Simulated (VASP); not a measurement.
# Al (Fm-3m) in VASP: notebook

Al is run at these levels: PBE; tasks: single point.

Program: VASP 6.6.1. These are calculated values, not measurements. Logs are shortened: lines on timing, memory, paths and dates and some standing lists are left out, and cuts for length are marked.

## 1. The cell of the first run

The structure is cubic, space group Fm-3m (No. 225). The conventional cell has a = 4.148 Å, b = 4.148 Å, c = 4.148 Å, α = 90.00°, β = 90.00°, γ = 90.00°. Within 3.9 Å of Al (site symmetry m-3m) lie 12 Al at 2.93 Å.

## 2. Single point, PBE

INCAR reads:

```
ALGO = Normal
EDIFF = 1E-6
ENCUT = 520
GGA = PE
ISIF = 2
ISMEAR = -1
LASPH = True
LCHARG = True
LELF = True
LREAL = False
LVHAR = True
LWAVE = False
NBANDS = 8
NELM = 100
PREC = Accurate
SIGMA = 0.15
```

KPOINTS reads:

```
k-points
0
Gamma
  14 14 14
```

POSCAR reads:

```
Al
1.0
    0.0000000000      2.0742098517      2.0742098517
    2.0742098517      0.0000000000      2.0742098517
    2.0742098517      2.0742098517      0.0000000000
Al
1
Direct
    0.0000000000      0.0000000000      0.0000000000
```

Potentials or basis: VASP PAW PBE potentials, release 64 (Al).

Run with:

```bash
$ cat potpaw_PBE.64/Al/POTCAR > POTCAR
$ mpirun -np 1 vasp_std > vasp.out
```

OUTCAR:

```text
EDIFF = 1E-6
   ENCUT = 520
   GGA = PE
   ISIF = 2
   ISMEAR = -1
   LASPH = True
   LREAL = False
   NELM = 100
   PREC = Accurate

 ion  position               nearest neighbor table
   1  0.000  0.000  0.000-

  LATTYP: Found a face centered cubic cell.
 ALAT       =     4.1484197034

  Lattice vectors:

 A1 = (   0.0000000000,   2.0742098517,   2.0742098517)
 A2 = (   2.0742098517,   0.0000000000,   2.0742098517)
 A3 = (   2.0742098517,   2.0742098517,   0.0000000000)

Analysis of symmetry for initial positions (statically):
=====================================================================
 Subroutine PRICEL returns:
 Original cell was already a primitive cell.

 Routine SETGRP: Setting up the symmetry group for a
 face centered cubic supercell.

 Subroutine GETGRP returns: Found 48 space group operations
 (whereof 48 operations were pure point group operations)
 out of a pool of 48 trial point group operations.

The static configuration has the point symmetry O_h .

Analysis of symmetry for dynamics (positions and initial velocities):
=====================================================================
 Subroutine PRICEL returns:
 Original cell was already a primitive cell.

 Routine SETGRP: Setting up the symmetry group for a
 face centered cubic supercell.

 Subroutine GETGRP returns: Found 48 space group operations
 (whereof 48 operations were pure point group operations)
 out of a pool of 48 trial point group operations.

The dynamic configuration has the point symmetry O_h .

 Subroutine INISYM returns: Found 48 space group operations
 (whereof 48 operations are pure point group operations),
 and found     1 'primitive' translations

----------------------------------------------------------------------------------------

                                     Primitive cell

  volume of cell :      17.8479

  direct lattice vectors                    reciprocal lattice vectors
     0.000000000  2.074209852  2.074209852    -0.241055648  0.241055648  0.241055648
     2.074209852  0.000000000  2.074209852     0.241055648 -0.241055648  0.241055648
     2.074209852  2.074209852  0.000000000     0.241055648  0.241055648 -0.241055648

  length of vectors
     2.933375703  2.933375703  2.933375703     0.417520630  0.417520630  0.417520630

  position of ions in fractional coordinates (direct lattice)
     0.000000000  0.000000000  0.000000000

  ion indices of the primitive-cell ions
   primitive index   ion index
                 1           1

----------------------------------------------------------------------------------------

 KPOINTS: k-points

Automatic generation of k-mesh.
 Grid dimensions read from file:
 generate k-points for:   14   14   14

 Generating k-lattice:

  Cartesian coordinates                     Fractional coordinates (reciprocal lattice)
    -0.017218261  0.017218261  0.017218261     0.071428571  0.000000000  0.000000000
     0.017218261 -0.017218261  0.017218261     0.000000000  0.071428571  0.000000000
     0.017218261  0.017218261 -0.017218261     0.000000000  0.000000000  0.071428571

  Length of vectors
     0.029822902  0.029822902  0.029822902

  Shift w.r.t. Gamma in fractional coordinates (k-lattice)
     0.000000000  0.000000000  0.000000000

 Subroutine IBZKPT returns following result:
 ===========================================

 Found    104 irreducible k-points:

 Following reciprocal coordinates:
            Coordinates               Weight
  0.000000  0.000000  0.000000      1.000000
  0.071429  0.000000  0.000000      8.000000
  0.142857  0.000000  0.000000      8.000000
  0.214286  0.000000  0.000000      8.000000
  0.285714  0.000000  0.000000      8.000000
  0.357143  0.000000  0.000000      8.000000
[... 16 lines left out ...]
  0.214286  0.142857  0.000000     24.000000
  0.285714  0.142857  0.000000     24.000000
 [... further k-points ...]
   k-points           NKPTS =    104   k-points in BZ     NKDIM =    104   number of bands    NBANDS=      8
   number of dos      NEDOS =    301   number of ions     NIONS =      1
   total plane-waves  NPLWV =  13824
   dimension x,y,z NGX =    24 NGY =   24 NGZ =   24
   dimension x,y,z NGXF=    48 NGYF=   48 NGZF=   48
   ions per type =               1
   NGX,Y,Z   is equivalent  to a cutoff of  13.60, 13.60, 13.60 a.u.
   NGXF,Y,Z  is equivalent  to a cutoff of  27.20, 27.20, 27.20 a.u.
 SYSTEM =  unknown system
   PREC   = accura    normal or accurate (medium, high low for compatibility)
   ISTART =      0    job   : 0-new  1-cont  2-samecut
   ICHARG =      2    charge: 1-file 2-atom 10-const
   ISPIN  =      1    spin polarized calculation?
   LNONCOLLINEAR =      F non collinear calculations
   LSORBIT =      F    spin-orbit coupling
   LASPH  =      T    aspherical Exc in radial PAW
   ENCUT  =  520.0 eV  38.22 Ry    6.18 a.u.   5.45  5.45  5.45*2*pi/ulx,y,z
   NELM   =    100;   NELMIN=  2; NELMDL= -5     # of ELM steps
   EDIFF  = 0.1E-05   stopping-criterion for ELM
   LREAL  =      F    real-space projection
   EDIFFG = 0.1E-04   stopping-criterion for IOM
   NSW    =      0    number of steps for IOM
   IBRION =     -1    ionic relax: 0-MD 1-quasi-New 2-CG
   NFREE  =      0    steps in history (QN), initial steepest desc. (CG)
   ISIF   =      2    stress and relaxation
   ISYM   =      2    0-nonsym 1-usesym 2-fastsym
   POTIM  = 0.5000    time-step for ionic-motion
   TEBEG  =    0.0;   TEEND  =   0.0 temperature during run
   PSTRESS=    0.0 pullay stress
   NELECT =       3.0000    total number of electrons
   NUPDOWN=      -1.0000    fix difference up-down
   EMIN   =  10.00;   EMAX   =-10.00  energy-range for DOS
   EFERMI =   0.00;   METHOD = LEGACY
   ISMEAR =    -1;   SIGMA  =   0.15  broadening in eV -4-tet -1-fermi 0-gaus
   EFERMI_NEDOS =   21; number of points for ismear=-14 and -15
   IALGO  =     38    algorithm
   IMIX   =      4    mixing-type and parameters
     AMIX     =   0.40;   BMIX     =  1.00
     AMIX_MAG =   1.60;   BMIX_MAG =  1.00
  volume/ion in A,a.u.               =      17.85       120.44
  Fermi-wavevector in a.u.,A,eV,Ry     =   0.903481  1.707332 11.106146  0.816279
  Thomas-Fermi vector in A             =   2.026812
   LORBIT       =      0    0 simple, 1 ext, 2 COOP (PROOUT), +10 PAW based schemes
   GGA     = PE    functional components
   LHFCALC =     F    Hartree Fock is set to
   AEXX    =    0.0000 exact exchange contribution
   IVDW    =     0    specifies the selected vdW correction
   LEPSILON=     F    determine dielectric tensor
   LRPA    =     F    only Hartree local field effects (RPA)
 non-spin polarized calculation
  energy-cutoff  :      520.00
  volume of cell :       17.85
 maximum number of plane-waves:       531
 NGX is ok and might be reduce to    24
   NGX = 11   NGY = 11   NGZ = 11

 number of electron       3.0000000 magnetization

 Free energy of the ion-electron system (eV)
  ---------------------------------------------------
  ext. energy  EPLUGINS =         0.00000000
  ---------------------------------------------------
  free energy    TOTEN  =        -3.73293807 eV

  energy without entropy =       -3.69650859  energy(sigma->0) =       -3.71472333

 E-fermi :   7.1978     XC(G=0):  -9.9159

 val. band max:        7.1738033391   @ k =  -0.4286   0.3571   0.0000
 cond. band min:       7.2274781248   @ k =   0.5000   0.2857   0.0000
 fundamental gap:      0.0536747856
 Fermi energy:         7.1977902861

 k-point     1 :       0.0000    0.0000    0.0000
  band No.  band energies     occupation
      1      -3.3984      2.00000
      2      19.3975      0.00000
      3      19.3975      0.00000
      4      19.3975      0.00000
      5      20.3159      0.00000
      6      20.3159      0.00000
      7      20.3159      0.00000
      8      23.1134      0.00000

 k-point     2 :       0.0714    0.0000    0.0000
  band No.  band energies     occupation
      1      -3.2667      2.00000
      2      17.2212      0.00000
      3      18.8313      0.00000
      4      18.8313      0.00000
      5      21.0773      0.00000
      6      21.0773      0.00000
      7      21.1184      0.00000
      8      24.3930      0.00000

 k-point     3 :       0.1429    0.0000    0.0000
  band No.  band energies     occupation
      1      -2.8725      2.00000
      2      14.4559      0.00000
      3      18.1684      0.00000
      4      18.1684      0.00000
      5      21.0944      0.00000
      6      22.1624      0.00000
      7      22.1624      0.00000
      8      23.9192      0.00000

 k-point     4 :       0.2143    0.0000    0.0000
  band No.  band energies     occupation
      1      -2.2178      2.00000
      2      11.7695      0.00000
      3      17.6982      0.00000
      4      17.6982      0.00000
      5      20.9023      0.00000
      6      21.8185      0.00000
      7      21.8185      0.00000
      8      24.4123      0.00000

 k-point     5 :       0.2857    0.0000    0.0000
  band No.  band energies     occupation
      1      -1.3059      2.00000
      2       9.2475      0.00000
      3      17.4437      0.00000
      4      17.4437      0.00000
      5      20.6509      0.00000
      6      20.6509      0.00000
      7      20.7957      0.00000
      8      24.4727      0.00000

 k-point     6 :       0.3571    0.0000    0.0000
  band No.  band energies     occupation
      1      -0.1412      2.00000
      2       6.9221      1.72543
      3      17.4074      0.00000
      4      17.4074      0.00000
      5      19.5975      0.00000
      6      19.5975      0.00000
      7      20.8624      0.00000
      8      23.3568      0.00000

 k-point     7 :       0.4286    0.0000    0.0000
  band No.  band energies     occupation
      1       1.2708      2.00000
      2       4.8104      2.00000
      3      17.5783      0.00000
      4      17.5783      0.00000
      5      18.7607      0.00000
      6      18.7607      0.00000
      7      21.1354      0.00000
      8      22.4239      0.00000

 k-point     8 :       0.5000    0.0000    0.0000
  band No.  band energies     occupation
      1       2.9209      2.00000
      2       2.9266      2.00000
      3      17.8055      0.00000
      4      17.8055      0.00000
      5      18.3102      0.00000
      6      18.3102      0.00000
      7      21.5015      0.00000
      8      21.8332      0.00000

 k-point     9 :       0.0714    0.0714    0.0000
  band No.  band energies     occupation
      1      -3.2229      2.00000
      2      17.8610      0.00000
      3      17.8610      0.00000
      4      18.3355      0.00000
      5      19.8993      0.00000
      6      22.1030      0.00000
      7      22.1030      0.00000
      8      23.8190      0.00000

 k-point    10 :       0.1429    0.0714    0.0000
  band No.  band energies     occupation
      1      -2.9163      2.00000
      2      15.4348      0.00000
      3      17.0867      0.00000
      4      18.2932      0.00000
      5      20.1983      0.00000
      6      22.2312      0.00000
      7      22.5424      0.00000
      8      23.2558      0.00000
[... 78 lines left out ...]
 k-point    18 :      -0.2857    0.0714    0.0000
  band No.  band energies     occupation
      1      -0.8303      2.00000
      2       8.5524      0.00024
      3      15.2880      0.00000
      4      18.6225      0.00000
      5      19.2896      0.00000
      6      20.5400      0.00000
      7      21.6429      0.00000
      8      25.2339      0.00000

 k-point    19 :      -0.2143    0.0714    0.0000
  band No.  band energies     occupation
      1      -1.8263      2.00000
      2      11.0008      0.00000
      3      15.4781      0.00000
      4      19.0177      0.00000
      5      20.2483      0.00000
      6      21.6185      0.00000
      7      21.7941      0.00000
      8      23.6212      0.00000

 k-point    20 :      -0.1429    0.0714    0.0000
  band No.  band energies     occupation
      1      -2.5666      2.00000
      2      13.6060      0.00000
      3      15.9093      0.00000
      4      19.4328      0.00000
      5      21.1034      0.00000
      6      21.7361      0.00000
      7      22.5151      0.00000
      8      22.9287      0.00000

 k-point    21 :      -0.0714    0.0714    0.0000
  band No.  band energies     occupation
      1      -3.0476      2.00000
      2      16.0957      0.00000
      3      16.7661      0.00000
      4      19.7382      0.00000
      5      20.4967      0.00000
      6      21.5865      0.00000
      7      22.3783      0.00000
      8      23.5782      0.00000

 k-point    22 :       0.1429    0.1429    0.0000
  band No.  band energies     occupation
      1      -2.6976      2.00000
      2      16.2233      0.00000
      3      16.2233      0.00000
      4      16.6689      0.00000
      5      18.9108      0.00000
      6      20.3803      0.00000
      7      24.4515      0.00000
      8      24.4515      0.00000

 k-point    23 :       0.2143    0.1429    0.0000
  band No.  band energies     occupation
      1      -2.2177      2.00000
      2      13.8712      0.00000
      3      15.5848      0.00000
      4      16.8900      0.00000
      5      18.4199      0.00000
      6      19.4240      0.00000
      7      24.9732      0.00000
      8      25.2573      0.00000

 k-point    24 :       0.2857    0.1429    0.0000
  band No.  band energies     occupation
      1      -1.4791      2.00000
      2      11.3002      0.00000
      3      15.1727      0.00000
      4      16.7340      0.00000
      5      17.0336      0.00000
      6      20.6795      0.00000
      7      24.5008      0.00000
      8      24.9915      0.00000

 [... further k-points ...]

------------------------ aborting loop because EDIFF is reached ----------------------------------------

  FORCE on cell =-STRESS in cart. coord.  units (eV):
  Direction    XX          YY          ZZ          XY          YZ          ZX
  --------------------------------------------------------------------------------------
  -------------------------------------------------------------------------------------
  Total       -0.5604688     -0.5604688     -0.5604688      0.0000000      0.0000000      0.0000000
  in kB      -50.3122730    -50.3122730    -50.3122730      0.0000000      0.0000000      0.0000000
  external PRESSURE =     -50.3122730 kB  Pullay stress =       0.0000000 kB

 VOLUME and BASIS-vectors are now :
 -----------------------------------------------------------------------------
  energy-cutoff  :      520.00
  volume of cell :       17.85
      direct lattice vectors                 reciprocal lattice vectors
     0.000000000  2.074209852  2.074209852    -0.241055648  0.241055648  0.241055648
     2.074209852  0.000000000  2.074209852     0.241055648 -0.241055648  0.241055648
     2.074209852  2.074209852  0.000000000     0.241055648  0.241055648 -0.241055648

 POSITION                                       TOTAL-FORCE (eV/Angst)
 -----------------------------------------------------------------------------------
      0.00000      0.00000      0.00000         0.000000      0.000000      0.000000
 -----------------------------------------------------------------------------------
    total drift:                                0.000000     -0.000000     -0.000000

  FREE ENERGIE OF THE ION-ELECTRON SYSTEM (eV)
  ---------------------------------------------------
  free  energy   TOTEN  =        -3.7329380690 eV

  energy  without entropy=       -3.6965085921  energy(sigma->0) =       -3.71472333
```

It took 7.1 s on 1 thread of Intel Xeon 6975P-C, shared host; peak memory 0.14 GiB.

What came out:

```yaml
Free_energy: -3.7329 eV
Pressure: -5.0 GPa
```

(Continued in part 2 of 2.)
